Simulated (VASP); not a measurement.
Set up this calculation in VASP 6.6.1, as the native input.

| Quantity | Value |
| --- | --- |
| Task | single point |
| Functional | LDA |
| Potentials or basis | VASP PAW LDA potentials, release 64 (Sr_sv, Ca_sv) |
| Cutoff | 520 eV |
| k mesh | 5 × 5 × 1 |
| Occupations | fermi-dirac, width 0.15 eV |
| Spin | no spin polarisation |
| Dipole correction | yes |
| Further INCAR settings | ALGO = Normal; EDIFF = 1e-06; NBANDS = 28 |

The structure of SrCa lies in POSCAR:

```
SrCa
1.0
    4.1347482800      0.0000000000      0.0000000000
   -2.0673741400      3.5807970600      0.0000000000
    0.0000000000      0.0000000000     20.1024865450
Sr Ca
2 2
Direct
    0.3333333333      0.6666666667      0.4162418165
    0.0000000000      1.0000000000      0.7512745506
    0.0000000000      0.0000000000      0.2487254494
    0.6666666667      0.3333333333      0.5837581835
```

One way to write it, as run:

INCAR

```
SYSTEM = SrCa
  PREC = Accurate
  ENCUT = 520
  EDIFF = 1E-6
  ISMEAR = -1
  SIGMA = 0.15
  LREAL = .FALSE.
  LASPH = .TRUE.
  NELM = 80
  ALGO = Normal
  ISIF = 2
  LWAVE = .FALSE.
  LCHARG = .FALSE.
  LDIPOL = .TRUE.
  IDIPOL = 3
  DIPOL = 0.5 0.5 0.500
  NBANDS = 28
```

KPOINTS

```
regular mesh
0
G
  5 5 1
  0 0 0
```

Potentials or basis: VASP PAW LDA potentials, release 64 (Sr_sv, Ca_sv).

Command:

```console
$ cat potpaw_LDA.64/Sr_sv/POTCAR potpaw_LDA.64/Ca_sv/POTCAR > POTCAR
$ mpirun -np 1 vasp_std > vasp.out
```

Results of the run:

The largest force is 0.256 eV/Å and the band gap on the k mesh is 0.20 eV, indirect (least direct gap 0.31 eV).

It took 58 s on 1 thread of Intel(R) Xeon(R) Platinum 8375C CPU @ 2.90GHz (Ice Lake), on a shared host, peak memory 0.31 GiB.
